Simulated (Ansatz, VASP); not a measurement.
Two plane-wave programs on Be2ZnSe3

The input INCAR:

```
ALGO     = Normal         # electronic algorithm
EDIFF    = 1E-7           # SCF threshold, eV
EDIFFG   = -0.01          # ionic threshold
ENCUT    = 600            # plane-wave cutoff, eV
GGA      = PE             # functional
IBRION   = 2              # ionic algorithm
ISIF     = 3              # what is computed and relaxed
ISMEAR   = 0              # smearing method
LASPH    = True           # aspherical terms in the spheres
LCHARG   = False          # write CHGCAR
LREAL    = False          # projectors in reciprocal space
LWAVE    = False          # write WAVECAR
NELM     = 60             # most SCF steps
NSW      = 100            # ionic steps
PREC     = Accurate       # precision mode
SIGMA    = 0.02           # smearing width, eV
```

Contents of KPOINTS:

```
k-points
0
Gamma
  12 12 4
```

The input POSCAR:

```
Be2ZnSe3
1.0
    3.7906794935      0.0000000000      0.0000000000
   -1.8953397467      3.2828247390      0.0000000000
    0.0000000000      0.0000000000      9.3387163999
Be Zn Se
2 1 3
Direct
    0.6666666667      0.3333333333      0.3419030771
    0.3333333333      0.6666666667      0.6576512375
    0.0000000000      0.0000000000      0.9964381686
    0.6666666667      0.3333333333      0.1032835116
    0.3333333333      0.6666666667      0.4176109301
    0.0000000000      0.0000000000      0.7331130752
```

Input for Ansatz:

```yaml
crystal:
  lattice:
    - [3.7906794935, 0.0, 0.0]
    - [-1.8953397467, 3.282824739, 0.0]
    - [0.0, 0.0, 9.3387163999]
  atoms:
    - { symbol: Be, position: [0.6666666667, 0.3333333333, 0.3419030771] }
    - { symbol: Be, position: [0.3333333333, 0.6666666667, 0.6576512375] }
    - { symbol: Zn, position: [0.0, 0.0, 0.9964381686] }
    - { symbol: Se, position: [0.6666666667, 0.3333333333, 0.1032835116] }
    - { symbol: Se, position: [0.3333333333, 0.6666666667, 0.4176109301] }
    - { symbol: Se, position: [0.0, 0.0, 0.7331130752] }
basis:
  ecutwfc: 420
kpoints:
  mp_grid: { grid: [12, 12, 4] }
hamiltonian:
  xc: pbe
scf:
  occupations: { method: gaussian, width: 0.02 }
output:
  forces: true
  stress: true
  eigenvalues: true
  write_density: true
  write_potential: true
  elf: true
  volumetric_format: npy
relax:
  adjacent_minimum: "off"
  f_tol: 0.01
  max_steps: 80
  cell: { stress_tol: 0.05 }
```

Alike in both runs: task relaxation of cell and atoms; functional PBE; k mesh 12 × 12 × 4; occupations gaussian, width 0.02 eV; no spin polarisation.

|  | VASP | Ansatz |
| --- | --- | --- |
| version | VASP 6.6.1 | Ansatz 0.2.0 |
| potentials or method | VASP PAW PBE potentials, release 64 (Be, Zn, Se), cutoff 600 eV | scalar-relativistic, plane waves, PAW |
| valence electrons in the cell | 34 | 64 |

VASP gave:

```
gap on the k mesh at the Fermi level, each at its own relaxed structure (eV) : 2.36
relaxed volume (Å³/atom)                                                     : 19.43
relaxed cell length with the largest relative difference (Å)                 : 3.795
```

Problem. Which values does Ansatz return?

Solution. gap on the k mesh at the Fermi level, each at its own relaxed structure (eV): 2.37; relaxed volume (Å³/atom): 19.37; relaxed cell length with the largest relative difference (Å): 3.790.

VASP's potentials hold 34 valence electrons a cell and Ansatz's 64, so a difference there can come from the potentials and not from the codes.
